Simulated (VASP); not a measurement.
Here is a VASP 6.6.1 calculation.

File INCAR:

```
SYSTEM = HgTe
PREC = Accurate
ENCUT = 520
EDIFF = 1E-7
ISMEAR = 0
SIGMA = 0.15
LREAL = .False.
LASPH = .True.
NELM = 60
ALGO = Normal
ISIF = 2
LWAVE = .False.
LCHARG = .False.
GGA = CA
NBANDS = 16
```

KPOINTS

```
regular mesh
0
Gamma
  14 14 14
  0 0 0
```

POSCAR

```
HgTe
1.0
    0.0000000000      3.2235000000      3.2235000000
    3.2235000000      0.0000000000      3.2235000000
    3.2235000000      3.2235000000      0.0000000000
Hg Te
1 1
Direct
    0.0000000000      0.0000000000      0.0000000000
    0.7500000000      0.7500000000      0.7500000000
```

Potentials or basis: VASP PAW LDA potentials, release 64 (Hg, Te).

Launch:

```bash
$ cat potpaw_LDA.64/Hg/POTCAR potpaw_LDA.64/Te/POTCAR > POTCAR
$ mpirun -np 1 vasp_std > vasp.out
```

(1) What does it give for the band gap on the k mesh?

(2) What does it give for the pressure?

## Answers

(1) zero (filled and empty bands touch).

(2) 0.0 GPa.

Caveat: spin-orbit coupling is left out, which moves the levels of the heavy elements.
